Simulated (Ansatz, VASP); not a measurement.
# One calculation of Ba2SnF6, two programs

```
CELL_PARAMETERS angstrom
0.00000 4.35628 4.35628
4.35628 0.00000 4.35628
4.35628 4.35628 0.00000
ATOMIC_POSITIONS crystal
Ba 0.25000 0.25000 0.25000
Ba 0.75000 0.75000 0.75000
Sn 0.50000 0.50000 0.50000
F 0.23866 0.76134 0.76134
F 0.76134 0.23866 0.23866
F 0.76134 0.23866 0.76134
F 0.23866 0.76134 0.23866
F 0.76134 0.76134 0.23866
F 0.23866 0.23866 0.76134
```

Alike in both runs: functional PBE; k mesh 4 × 4 × 4; occupations gaussian, width 0.1 eV; no spin polarisation.

Ansatz relaxed the structure, and its values are those at the end. VASP's run is a single point on that final structure, the one shown.

|  | VASP | Ansatz |
| --- | --- | --- |
| version | VASP 6.6.1 | Ansatz 0.2.0 |
| potentials or method | VASP PAW PBE potentials, release 64 (Ba_sv, Sn_d, F), cutoff 520 eV | scalar-relativistic, plane waves, PAW |
| valence electrons in the cell | 76 | 76 |

VASP gave:

- gap on the k mesh at the Fermi level (eV): 2.28
- least direct gap on the mesh (eV): 2.93
- pressure (GPa): 0.2
- rms of the force components (eV/Å): 0.006

Q: Estimate Ansatz's values.

A: gap on the k mesh at the Fermi level (eV): 2.32; least direct gap on the mesh (eV): 2.93; pressure (GPa): -0.1; rms of the force components (eV/Å): 0.001.

Neither program's run includes spin-orbit coupling.
